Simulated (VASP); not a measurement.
Set up this calculation in VASP 6.6.1, as the native input.

| Quantity | Value |
| --- | --- |
| Task | single point |
| Functional | PBE |
| Potentials or basis | VASP PAW PBE potentials, release 64 (K_sv, Cl) |
| Cutoff | 500 eV |
| k mesh | 7 × 7 × 7 |
| Occupations | fermi-dirac, width 0.02 eV |
| Spin | no spin polarisation |
| Dipole correction | no |
| Further INCAR settings | ALGO = Normal; EDIFF = 1e-06; NBANDS = 15 |

The structure of KCl lies in POSCAR:

```
KCl
1.0
    3.6818212735      0.0000000000      0.0000000000
    0.0000000000      3.6818212735      0.0000000000
    0.0000000000      0.0000000000      3.6818212735
K Cl
1 1
Direct
    0.0000000000      0.0000000000      0.0000000000
    0.5000000000      0.5000000000      0.5000000000
```

These files were run (other wordings do the same):

INCAR

```
SYSTEM = KCl
PREC     = Accurate       ! precision mode
ENCUT    = 500            ! plane-wave cutoff, eV
EDIFF    = 1E-6           ! SCF threshold, eV
ISMEAR   = -1             ! smearing method
SIGMA    = 0.02           ! smearing width, eV
LREAL    = .FALSE.        ! projectors in reciprocal space
LASPH    = .TRUE.         ! aspherical terms in the spheres
NELM     = 120            ! most SCF steps
ALGO     = Normal         ! electronic algorithm
ISIF     = 2              ! what is computed and relaxed
LWAVE    = .FALSE.        ! write WAVECAR
LCHARG   = .FALSE.        ! write CHGCAR
GGA      = PE             ! functional
NBANDS   = 15             ! bands
GGA_COMPAT= .FALSE.
```

KPOINTS

```
regular mesh
0
G
  7 7 7
  0 0 0
```

Potentials or basis: VASP PAW PBE potentials, release 64 (K_sv, Cl).

Launch:

```sh
$ cat potpaw_PBE.64/K_sv/POTCAR potpaw_PBE.64/Cl/POTCAR > POTCAR
$ mpirun -np 1 vasp_std > vasp.out
```

Results of the run:

The pressure is 3.1 GPa. The band gap on the k mesh is 5.40 eV (least direct gap 5.60 eV).

Caveat: the cell stands under pressure; an odd mesh through Γ misses points on the zone boundary, where band edges can lie.

It took 14 s on 1 thread of Intel Xeon 8259CL, with other jobs on the host, peak memory 0.13 GiB.
